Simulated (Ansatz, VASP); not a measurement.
## YN in VASP and in Ansatz

```
Y N
1.0
     0.00000    2.43850    2.43850
     2.43850    0.00000    2.43850
     2.43850    2.43850    0.00000
Y N
1 1
Direct
  0.00000 0.00000 0.00000
  0.50000 0.50000 0.50000
```

Alike in both runs: task single point; functional PBE; k mesh 9 × 9 × 9; occupations fermi-dirac, width 0.03 eV; non-collinear spin, spin-orbit coupling.

|  | VASP | Ansatz |
| --- | --- | --- |
| version | VASP 6.6.1 | Ansatz 0.2.0 |
| potentials or method | VASP PAW PBE potentials, release 64 (Y_sv, N), cutoff 600 eV | all-electron LAPW |

VASP gave:

```
pressure (GPa)           : 2.7
net moment per atom (μB) : 0.00
```

Question: What did Ansatz give for the same quantities?

Answer: Pressure (GPa): 3.0; net moment per atom (μB): 0.00.

Ansatz ran all-electron here, and VASP with PAW potentials.
